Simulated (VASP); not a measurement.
# PbSe (Fm-3m) in VASP: a series of runs

Runs on PbSe. Level: PBEsol. Tasks: single point, relaxation of cell and atoms.

All numbers are computed with VASP 6.6.1; they aren't measurements. Logs are shortened: lines on timing, memory, paths and dates and some standing lists are left out, and cuts for length are marked.

## (1) The cell of the first run

The structure is cubic, space group Fm-3m (No. 225). The conventional cell has a = 6.103 Å, b = 6.103 Å, c = 6.103 Å, α = 90.00°, β = 90.00°, γ = 90.00°. Pb (site symmetry m-3m) has 6 Se at 3.05 Å within 4.0 Å. Within 4.0 Å of Se (site symmetry m-3m) lie 6 Pb at 3.05 Å.

## (2) Single point, PBEsol

The input, INCAR:

```
PREC = Accurate ; ENCUT = 520
EDIFF = 1E-6 ; ISMEAR = 0
SIGMA = 0.01 ; LREAL = False
LASPH = True ; NELM = 100
ALGO = Normal ; ISIF = 2
LWAVE = False ; LCHARG = True
GGA = PS ; LELF = True
LVHAR = True ; NBANDS = 17
```

The input, KPOINTS:

```
regular mesh
0
Gamma
  10 10 10
```

The input, POSCAR:

```
PbSe
1.0
    0.0000000000      3.0515878161      3.0515878161
    3.0515878161      0.0000000000      3.0515878161
    3.0515878161      3.0515878161      0.0000000000
Pb Se
1 1
Direct
    0.0000000000      0.0000000000      0.0000000000
    0.5000000000      0.5000000000      0.5000000000
```

Potentials or basis: VASP PAW PBE potentials, release 64 (Pb_d, Se).

The run is started by

```console
$ cat potpaw_PBE.64/Pb_d/POTCAR potpaw_PBE.64/Se/POTCAR > POTCAR
$ mpirun -np 1 vasp_std > vasp.out
```

OUTCAR:

```text
PREC = Accurate
   ENCUT = 520
   EDIFF = 1E-6
   ISMEAR = 0
   LREAL = False
   LASPH = True
   NELM = 100
   ISIF = 2
   GGA = PS

 ion  position               nearest neighbor table
   1  0.000  0.000  0.000-   2 3.05   2 3.05   2 3.05   2 3.05   2 3.05   2 3.05
   2  0.500  0.500  0.500-   1 3.05   1 3.05   1 3.05   1 3.05   1 3.05   1 3.05

  LATTYP: Found a face centered cubic cell.
 ALAT       =     6.1031756322

  Lattice vectors:

 A1 = (   0.0000000000,   3.0515878161,   3.0515878161)
 A2 = (   3.0515878161,   0.0000000000,   3.0515878161)
 A3 = (   3.0515878161,   3.0515878161,   0.0000000000)

Analysis of symmetry for initial positions (statically):
=====================================================================
 Subroutine PRICEL returns:
 Original cell was already a primitive cell.

 Routine SETGRP: Setting up the symmetry group for a
 face centered cubic supercell.

 Subroutine GETGRP returns: Found 48 space group operations
 (whereof 48 operations were pure point group operations)
 out of a pool of 48 trial point group operations.

The static configuration has the point symmetry O_h .

Analysis of symmetry for dynamics (positions and initial velocities):
=====================================================================
 Subroutine PRICEL returns:
 Original cell was already a primitive cell.

 Routine SETGRP: Setting up the symmetry group for a
 face centered cubic supercell.

 Subroutine GETGRP returns: Found 48 space group operations
 (whereof 48 operations were pure point group operations)
 out of a pool of 48 trial point group operations.

The dynamic configuration has the point symmetry O_h .

 Subroutine INISYM returns: Found 48 space group operations
 (whereof 48 operations are pure point group operations),
 and found     1 'primitive' translations

----------------------------------------------------------------------------------------

                                     Primitive cell

  volume of cell :      56.8339

  direct lattice vectors                    reciprocal lattice vectors
     0.000000000  3.051587816  3.051587816    -0.163849127  0.163849127  0.163849127
     3.051587816  0.000000000  3.051587816     0.163849127 -0.163849127  0.163849127
     3.051587816  3.051587816  0.000000000     0.163849127  0.163849127 -0.163849127

  length of vectors
     4.315596876  4.315596876  4.315596876     0.283795013  0.283795013  0.283795013

  position of ions in fractional coordinates (direct lattice)
[... 73 lines left out ...]
   ISPIN  =      1    spin polarized calculation?
   LNONCOLLINEAR =      F non collinear calculations
   LSORBIT =      F    spin-orbit coupling
   LASPH  =      T    aspherical Exc in radial PAW
   ENCUT  =  520.0 eV  38.22 Ry    6.18 a.u.   8.02  8.02  8.02*2*pi/ulx,y,z
   NELM   =    100;   NELMIN=  2; NELMDL= -5     # of ELM steps
   EDIFF  = 0.1E-05   stopping-criterion for ELM
   LREAL  =      F    real-space projection
   EDIFFG = 0.1E-04   stopping-criterion for IOM
   NSW    =      0    number of steps for IOM
   IBRION =     -1    ionic relax: 0-MD 1-quasi-New 2-CG
   NFREE  =      0    steps in history (QN), initial steepest desc. (CG)
   ISIF   =      2    stress and relaxation
   ISYM   =      2    0-nonsym 1-usesym 2-fastsym
   POTIM  = 0.5000    time-step for ionic-motion
   TEBEG  =    0.0;   TEEND  =   0.0 temperature during run
   PSTRESS=    0.0 pullay stress
   NELECT =      20.0000    total number of electrons
   NUPDOWN=      -1.0000    fix difference up-down
   EMIN   =  10.00;   EMAX   =-10.00  energy-range for DOS
   EFERMI =   0.00;   METHOD = LEGACY
   ISMEAR =     0;   SIGMA  =   0.01  broadening in eV -4-tet -1-fermi 0-gaus
   EFERMI_NEDOS =   21; number of points for ismear=-14 and -15
   IALGO  =     38    algorithm
   IMIX   =      4    mixing-type and parameters
     AMIX     =   0.40;   BMIX     =  1.00
     AMIX_MAG =   1.60;   BMIX_MAG =  1.00
  volume/ion in A,a.u.               =      28.42       191.77
  Fermi-wavevector in a.u.,A,eV,Ry     =   1.155799  2.184143 18.175631  1.335871
  Thomas-Fermi vector in A             =   2.292424
   LORBIT       =      0    0 simple, 1 ext, 2 COOP (PROOUT), +10 PAW based schemes
   GGA     = PS    functional components
   LHFCALC =     F    Hartree Fock is set to
   AEXX    =    0.0000 exact exchange contribution
   IVDW    =     0    specifies the selected vdW correction
   LEPSILON=     F    determine dielectric tensor
   LRPA    =     F    only Hartree local field effects (RPA)
 non-spin polarized calculation
 Gauss-broadening in eV      SIGMA  =   0.01
  energy-cutoff  :      520.00
  volume of cell :       56.83
 maximum number of plane-waves:      1544
   NGX = 17   NGY = 17   NGZ = 17

 number of electron      20.0000003 magnetization

 Free energy of the ion-electron system (eV)
  ---------------------------------------------------
  ext. energy  EPLUGINS =         0.00000000
  ---------------------------------------------------
  free energy    TOTEN  =        -8.91665223 eV

  energy without entropy =       -8.91665223  energy(sigma->0) =       -8.91665223

 E-fermi :   5.0807     XC(G=0):  -9.7598

 val. band max:        5.0289888222   @ k =   0.5000   0.0000   0.0000
 cond. band min:       5.2011294254   @ k =   0.5000   0.0000   0.0000
 fundamental gap:      0.1721406033
 Fermi energy:         5.0807249749

 k-point     1 :       0.0000    0.0000    0.0000
  band No.  band energies     occupation
      1     -11.7394      2.00000
      2     -11.7394      2.00000
      3     -11.7394      2.00000
      4     -11.7382      2.00000
      5     -11.7382      2.00000
      6      -8.6607      2.00000
[... 457 lines left out ...]
      4     -11.7040      2.00000
      5     -11.7014      2.00000
      6      -7.5399      2.00000
[... 9 lines left out ...]
     16      15.7338      0.00000
     17      16.4525      0.00000

 [... further k-points ...]
[... 5 lines left out ...]
  --------------------------------------------------------------------------------------
  -------------------------------------------------------------------------------------
  Total       -0.0052019     -0.0052019     -0.0052019      0.0000000      0.0000000     -0.0000000
  in kB       -0.1466455     -0.1466455     -0.1466455      0.0000000      0.0000000     -0.0000000
  external PRESSURE =      -0.1466455 kB  Pullay stress =       0.0000000 kB

 VOLUME and BASIS-vectors are now :
 -----------------------------------------------------------------------------
  energy-cutoff  :      520.00
  volume of cell :       56.83
      direct lattice vectors                 reciprocal lattice vectors
     0.000000000  3.051587816  3.051587816    -0.163849127  0.163849127  0.163849127
     3.051587816  0.000000000  3.051587816     0.163849127 -0.163849127  0.163849127
     3.051587816  3.051587816  0.000000000     0.163849127  0.163849127 -0.163849127

 POSITION                                       TOTAL-FORCE (eV/Angst)
 -----------------------------------------------------------------------------------
      0.00000      0.00000      0.00000         0.000000      0.000000     -0.000000
      3.05159      3.05159      3.05159        -0.000000     -0.000000      0.000000
 -----------------------------------------------------------------------------------
    total drift:                                0.000000     -0.000000     -0.000000

  FREE ENERGIE OF THE ION-ELECTRON SYSTEM (eV)
  ---------------------------------------------------
  free  energy   TOTEN  =        -8.9166522271 eV

  energy  without entropy=       -8.9166522271  energy(sigma->0) =       -8.91665223
```

OSZICAR:

```text
N       E                     dE             d eps       ncg     rms          rms(c)
DAV:   1     0.154172312035E+03    0.15417E+03   -0.95084E+03  1614   0.120E+03
DAV:   2     0.226242017119E+01   -0.15191E+03   -0.14636E+03  1657   0.305E+02
DAV:   3    -0.891581356616E+01   -0.11178E+02   -0.11086E+02  2093   0.880E+01
DAV:   4    -0.916936242319E+01   -0.25355E+00   -0.25330E+00  1933   0.148E+01
DAV:   5    -0.917802943904E+01   -0.86670E-02   -0.86666E-02  2317   0.268E+00    0.268E+00
DAV:   6    -0.892373503708E+01    0.25429E+00   -0.61605E-01  2474   0.579E+00    0.152E+00
DAV:   7    -0.891629473704E+01    0.74403E-02   -0.98640E-02  1961   0.158E+00    0.799E-01
DAV:   8    -0.891694810716E+01   -0.65337E-03   -0.97763E-03  2035   0.108E+00    0.124E-01
DAV:   9    -0.891663264864E+01    0.31546E-03   -0.20877E-03  2416   0.431E-01    0.455E-02
DAV:  10    -0.891665327930E+01   -0.20631E-04   -0.14395E-04  1914   0.695E-02    0.161E-02
DAV:  11    -0.891665231010E+01    0.96920E-06   -0.29076E-05  2225   0.543E-02    0.604E-03
DAV:  12    -0.891665222707E+01    0.83028E-07   -0.17184E-06  1613   0.135E-02
   1 F= -.89166522E+01 E0= -.89166522E+01  d E =-.535835E-16
```

It took 26 s on 1 thread of Intel Xeon Platinum 8375C at 2.90GHz (Ice Lake), shared host; peak memory 0.19 GiB.

What came out:

```yaml
Free_energy: -8.9167 eV
Pressure: 0.0 GPa
Band_gap_on_the_k_mesh: 0.17 eV
```

Levels at points of the mesh, in eV from the valence-band top:
```tsv
k point	band 8	band 9	band 10	band 11	band 12	band 13
(0.00, 0.00, 0.00)	-1.92	-1.92	-1.92	4.69	4.69	4.69
(0.50, 0.00, 0.00)	-1.50	-1.50	0.00	0.17	1.62	1.62
(0.50, 0.50, 0.00)	-5.11	-3.31	-3.31	3.54	5.61	5.61
```

Caveat: the PAW data sets were made with another functional, which shifts forces and pressure a little; spin-orbit coupling is left out, which moves the levels of the heavy elements. A k mesh can miss the band edges.

## (3) Relaxation of cell and atoms, PBEsol

This run uses another cell than the first one, of 30.05 Å³/atom.

The input, INCAR:

```
ALGO = Normal ; EDIFF = 1E-6
EDIFFG = -0.005 ; ENCUT = 600
GGA = PS ; IBRION = 2
ISIF = 3 ; ISMEAR = 0
LASPH = True ; LCHARG = False
LREAL = False ; LWAVE = False
NELM = 100 ; NSW = 70
PREC = Accurate ; SIGMA = 0.01
```

The input, KPOINTS:

```
k-points
0
Gamma
  10 10 10
```

The input, POSCAR:

```
PbSe
1.0
    0.0000000000      3.1089437883      3.1089437883
    3.1089437883      0.0000000000      3.1089437883
    3.1089437883      3.1089437883      0.0000000000
Pb Se
1 1
Direct
    0.0000000000      0.0000000000      0.0000000000
    0.5000000000      0.5000000000      0.5000000000
```

Potentials or basis: VASP PAW PBE potentials, release 64 (Pb_d, Se).

The run is started by

```console
$ cat potpaw_PBE.64/Pb_d/POTCAR potpaw_PBE.64/Se/POTCAR > POTCAR
$ mpirun -np 1 vasp_std > vasp.out
```

Wall time 71 s (1 thread of Intel Xeon Platinum 8375C at 2.90GHz (Ice Lake), shared host); peak memory 0.24 GiB.

Results (log left out):

```
Free energy                           : -8.9170 eV
Relaxed volume                        : 28.44 Å³/atom
Relaxed cell                          : a = 4.317 Å, b = 4.317 Å, c = 4.317 Å, α = 60.00°, β = 60.00°, γ = 60.00°
Space group after relaxing (to 0.1 Å) : Fm-3m (No. 225)
Energy gained by relaxing             : 13.9 meV/atom
Ionic steps                           : 3
Pressure after relaxing               : 0.0 GPa
Band gap on the k mesh                : 0.17 eV
```

Step by step:
| step | energy change (eV) | largest force (eV/Å) | pressure (GPa) | volume (Å³) |
| --- | --- | --- | --- | --- |
| 1 | 0.0000 | 0.0000 | -2.63 | 60.10 |
| 2 | -0.0249 | 0.0000 | 0.98 | 55.90 |
| 3 | -0.0278 | 0.0000 | -0.02 | 56.88 |

Final structure:
```yaml
crystal:
  lattice:
    - [0.00000, 3.05234, 3.05234]
    - [3.05234, 0.00000, 3.05234]
    - [3.05234, 3.05234, 0.00000]
  atoms:
    - { symbol: Pb, position: [0.00000, 0.00000, 0.00000] }
    - { symbol: Se, position: [0.50000, 0.50000, 0.50000] }
```

Levels at points of the mesh, in eV from the valence-band top:
| k point | band 6 | band 7 | band 8 | band 9 | band 10 | band 11 | band 12 | band 13 | band 14 |
| --- | --- | --- | --- | --- | --- | --- | --- | --- | --- |
| (0.00, 0.00, 0.00) | -13.68 | -6.33 | -1.91 | -1.91 | -1.91 | 4.69 | 4.69 | 4.69 | 6.42 |
| (0.50, 0.00, 0.00) | -12.59 | -8.89 | -1.50 | -1.50 | 0.00 | 0.17 | 1.63 | 1.63 | 8.42 |
| (0.50, 0.50, 0.00) | -12.20 | -7.43 | -5.10 | -3.30 | -3.30 | 3.54 | 5.61 | 5.61 | 6.04 |

Caveat: the PAW data sets were made with another functional, which shifts forces and pressure a little; spin-orbit coupling is left out, which moves the levels of the heavy elements. A k mesh can miss the band edges.
